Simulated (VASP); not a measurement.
Crystal: Si.

```
Si
1.0
     0.00000    2.64058    2.64058
     2.64058    0.00000    2.64058
     2.64058    2.64058    0.00000
Si
2
Direct
  0.00000 0.00000 0.00000
  0.25000 0.25000 0.25000
```

Program: VASP 6.6.1. Alike in all runs: task single point; no spin polarisation; cell as given; k mesh 8 × 8 × 8; cutoff (eV) 520; smearing gaussian 0.01 eV.

Problem. Order these runs on this cell by their pressure, lowest first.
A. level LDA; potentials or basis VASP PAW LDA potentials, release 64 (Si)
B. level PBEsol; potentials or basis VASP PAW PBE potentials, release 64 (Si)
C. level PBE; potentials or basis VASP PAW PBE potentials, release 64 (Si)

Solution. A (7.6 GPa), B (9.7 GPa), C (11.6 GPa).

Caveats: the PAW data sets were made with another functional, which shifts forces and pressure a little (some runs).
